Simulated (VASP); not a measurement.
Wanted: the native input for a VASP 6.6.1 run.

| Quantity | Value |
| --- | --- |
| Task | single point |
| Functional | PBE |
| Potentials or basis | VASP PAW PBE potentials, release 64 (Ti_sv, Si) |
| Cutoff | 520 eV |
| k mesh | 12 × 12 × 12 |
| Occupations | gaussian, width 0.15 eV |
| Spin | no spin polarisation |
| Dipole correction | no |
| Further INCAR settings | ALGO = Normal; EDIFF = 1e-06; NBANDS = 29 |

The structure of TiSi2 lies in POSCAR:

```
TiSi2
1.0
    1.8036052848     -7.0821195227      0.0000000000
    1.8036052848      7.0821195227      0.0000000000
    0.0000000000      0.0000000000      3.6394529670
Ti Si
2 4
Direct
    0.8968075258      0.1031924742      0.7500000000
    0.1031924742      0.8968075258      0.2500000000
    0.5591373591      0.4408626409      0.7500000000
    0.4408626409      0.5591373591      0.2500000000
    0.2498287182      0.7501712818      0.7500000000
    0.7501712818      0.2498287182      0.2500000000
```

One way to write it, as run:

INCAR

```
SYSTEM = TiSi2
  PREC = Accurate
  ENCUT = 520
  EDIFF = 1E-6
  ISMEAR = 0
  SIGMA = 0.15
  LREAL = .FALSE.
  LASPH = .TRUE.
  NELM = 100
  ALGO = Normal
  ISIF = 2
  LWAVE = .FALSE.
  LCHARG = .FALSE.
  GGA = PE
  NBANDS = 29
```

KPOINTS

```
regular mesh
0
G
  12 12 12
  0 0 0
```

Potentials or basis: VASP PAW PBE potentials, release 64 (Ti_sv, Si).

The run is started by

```console
$ cat potpaw_PBE.64/Ti_sv/POTCAR potpaw_PBE.64/Si/POTCAR > POTCAR
$ mpirun -np 1 vasp_std > vasp.out
```

It gave:

```yaml
Pressure: -8.5 GPa
Largest_force: 0.341 eV/Å
Band_gap_on_the_k_mesh: zero (bands 20 and 21 overlap by 0.90 eV)
```

Caveat: the cell stands under tension.

Run time: 13 min on 1 thread of AMD EPYC 9R45 96-Core Processor (Zen 5), on a shared host, peak memory 0.72 GiB.
